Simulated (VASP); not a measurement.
# K2Br (I4/mmm) in VASP: further runs, part 2 of 2

VASP 6.6.1. The steps go on from the part before.

**3. Single point, PBE**

INCAR

```
PREC = Accurate
ENCUT = 520
EDIFF = 1E-6
ISMEAR = 0
SIGMA = 0.1
LREAL = F
LASPH = T
NELM = 80
ALGO = Normal
ISIF = 2
LWAVE = F
LCHARG = T
GGA = PE
LELF = T
LVHAR = T
NBANDS = 20
```

KPOINTS

```
regular mesh
0
Gamma
  16 16 16
```

POSCAR

```
K2Br
1.0
   -2.0746382488      2.0746382488      7.9322769655
    2.0746382488     -2.0746382488      7.9322769655
    2.0746382488      2.0746382488     -7.9322769655
K Br
2 1
Direct
    0.6239459956      0.6239459956      0.0000000000
    0.3760540044      0.3760540044      0.0000000000
    0.0000000000      0.0000000000      0.0000000000
```

Potentials or basis: VASP PAW PBE potentials, release 64 (K_sv, Br).

The run is started by

```
$ cat potpaw_PBE.64/K_sv/POTCAR potpaw_PBE.64/Br/POTCAR > POTCAR
$ mpirun -np 1 vasp_std > vasp.out
```

OUTCAR:

```text
PREC = Accurate
   ENCUT = 520
   EDIFF = 1E-6
   ISMEAR = 0
   LREAL = F
   LASPH = T
   NELM = 80
   ISIF = 2
   GGA = PE

 ion  position               nearest neighbor table
   1  0.624  0.624  0.000-
   2  0.376  0.376  0.000-
   3  0.000  0.000  0.000-

  LATTYP: Found a body centered tetragonal cell.
 ALAT       =     4.1492764976
 C/A-ratio  =     3.8234506522

  Lattice vectors:

 A1 = (  -2.0746382488,   2.0746382488,   7.9322769655)
 A2 = (   2.0746382488,  -2.0746382488,   7.9322769655)
 A3 = (   2.0746382488,   2.0746382488,  -7.9322769655)

Analysis of symmetry for initial positions (statically):
=====================================================================
 Subroutine PRICEL returns:
 Original cell was already a primitive cell.

 Routine SETGRP: Setting up the symmetry group for a
 body centered tetragonal supercell.

 Subroutine GETGRP returns: Found 16 space group operations
 (whereof 16 operations were pure point group operations)
 out of a pool of 16 trial point group operations.

The static configuration has the point symmetry D_4h.

Analysis of symmetry for dynamics (positions and initial velocities):
=====================================================================
 Subroutine PRICEL returns:
 Original cell was already a primitive cell.

 Routine SETGRP: Setting up the symmetry group for a
 body centered tetragonal supercell.

 Subroutine GETGRP returns: Found 16 space group operations
 (whereof 16 operations were pure point group operations)
 out of a pool of 16 trial point group operations.

The dynamic configuration has the point symmetry D_4h.

 Subroutine INISYM returns: Found 16 space group operations
 (whereof 16 operations are pure point group operations),
 and found     1 'primitive' translations
[... 110 lines left out ...]
   EMIN   =  10.00;   EMAX   =-10.00  energy-range for DOS
   EFERMI =   0.00;   METHOD = LEGACY
   ISMEAR =     0;   SIGMA  =   0.10  broadening in eV -4-tet -1-fermi 0-gaus
   EFERMI_NEDOS =   21; number of points for ismear=-14 and -15
   IALGO  =     38    algorithm
   IMIX   =      4    mixing-type and parameters
     AMIX     =   0.40;   BMIX     =  1.00
     AMIX_MAG =   1.60;   BMIX_MAG =  1.00
  volume/ion in A,a.u.               =      45.52       307.20
  Fermi-wavevector in a.u.,A,eV,Ry     =   0.929553  1.756600 11.756359  0.864068
  Thomas-Fermi vector in A             =   2.055847
   LORBIT       =      0    0 simple, 1 ext, 2 COOP (PROOUT), +10 PAW based schemes
   GGA     = PE    functional components
   LHFCALC =     F    Hartree Fock is set to
   AEXX    =    0.0000 exact exchange contribution
   IVDW    =     0    specifies the selected vdW correction
   LEPSILON=     F    determine dielectric tensor
   LRPA    =     F    only Hartree local field effects (RPA)
 non-spin polarized calculation
 Gauss-broadening in eV      SIGMA  =   0.10
  energy-cutoff  :      520.00
  volume of cell :      136.57
 maximum number of plane-waves:      3704
   NGX = 31   NGY = 31   NGZ = 31

 number of electron      25.0000000 magnetization

 Free energy of the ion-electron system (eV)
  ---------------------------------------------------
  ext. energy  EPLUGINS =         0.00000000
  ---------------------------------------------------
  free energy    TOTEN  =        -6.98278825 eV

  energy without entropy =       -6.97847970  energy(sigma->0) =       -6.98063398

 E-fermi :   1.4158     XC(G=0):  -6.7618

 val. band max:        1.4057742870   @ k =   0.2500   0.1875   0.0625
 cond. band min:       1.4310117668   @ k =  -0.1875  -0.4375   0.0625
 fundamental gap:      0.0252374798
 Fermi energy:         1.4157989469

 k-point     1 :       0.0000    0.0000    0.0000
  band No.  band energies     occupation
      1     -30.8714      2.00000
      2     -30.8634      2.00000
      3     -15.0657      2.00000
      4     -14.3087      2.00000
      5     -14.3087      2.00000
      6     -14.3004      2.00000
[... 541 lines left out ...]
     19       6.5745      0.00000
     20       6.6039      0.00000

 [... further k-points ...]

------------------------ aborting loop because EDIFF is reached ----------------------------------------

  FORCE on cell =-STRESS in cart. coord.  units (eV):
  Direction    XX          YY          ZZ          XY          YZ          ZX
  --------------------------------------------------------------------------------------
  -------------------------------------------------------------------------------------
  Total        0.0040837      0.0040837      0.0161980      0.0000000      0.0000000     -0.0000000
  in kB        0.0479096      0.0479096      0.1900332      0.0000000      0.0000000     -0.0000000
  external PRESSURE =       0.0952841 kB  Pullay stress =       0.0000000 kB

 VOLUME and BASIS-vectors are now :
 -----------------------------------------------------------------------------
  energy-cutoff  :      520.00
  volume of cell :      136.57
      direct lattice vectors                 reciprocal lattice vectors
    -2.074638249  2.074638249  7.932276965     0.000000000  0.241005872  0.063033603
     2.074638249 -2.074638249  7.932276965     0.241005872  0.000000000  0.063033603
     2.074638249  2.074638249 -7.932276965     0.241005872  0.241005872  0.000000000

 POSITION                                       TOTAL-FORCE (eV/Angst)
 -----------------------------------------------------------------------------------
      0.00000      0.00000      9.89862        -0.000000     -0.000000      0.002812
      0.00000      0.00000      5.96593         0.000000      0.000000     -0.002812
      0.00000      0.00000      0.00000        -0.000000     -0.000000     -0.000000
 -----------------------------------------------------------------------------------
    total drift:                               -0.000000      0.000000     -0.000000

  FREE ENERGIE OF THE ION-ELECTRON SYSTEM (eV)
  ---------------------------------------------------
  free  energy   TOTEN  =        -6.9827882532 eV

  energy  without entropy=       -6.9784797023  energy(sigma->0) =       -6.98063398
```

stdout:

```text
POSCAR found type information on POSCAR K Br
 POSCAR found :  2 types and       3 ions
 scaLAPACK will be used
 LDA part: xc-table for (Slater+PW92), standard interpolation
 POSCAR, INCAR and KPOINTS ok, starting setup
 FFT: planning ... GRIDC
 FFT: planning ... GRID_SOFT
 FFT: planning ... GRID
 WAVECAR not read
 entering main loop
```

Run time: 1.5 h. Hardware: 1 thread of Intel Xeon 8259CL, shared host; peak memory 1.2 GiB.

Results:

```yaml
Free_energy: -6.9828 eV
Pressure: 0.0 GPa
Band_gap_on_the_k_mesh: zero (an odd number of electrons rules out a gap without spin polarisation)
```

Forces on the atoms (eV/Å):
```
K    0.000  0.000  0.003
K    0.000  0.000 -0.003
Br   0.000  0.000  0.000
```

Levels at points of the mesh, in eV from the Fermi level:
| k point | band 11 | band 12 | band 13 | band 14 | band 15 | band 16 |
| --- | --- | --- | --- | --- | --- | --- |
| (0.00, 0.00, 0.00) | -3.99 | -3.99 | -1.57 | 1.93 | 1.97 | 2.61 |
| (0.50, 0.00, 0.00) | -4.52 | -3.89 | 0.51 | 0.80 | 2.16 | 2.84 |
| (0.50, 0.50, 0.00) | -5.00 | -4.47 | 1.71 | 2.27 | 2.27 | 2.48 |
| (0.50, 0.50, 0.50) | -3.99 | -3.99 | -0.91 | 0.21 | 2.20 | 2.41 |

Caveat: an odd number of electrons without spin polarisation forces a metal; a magnetic or distorted state may lie lower.
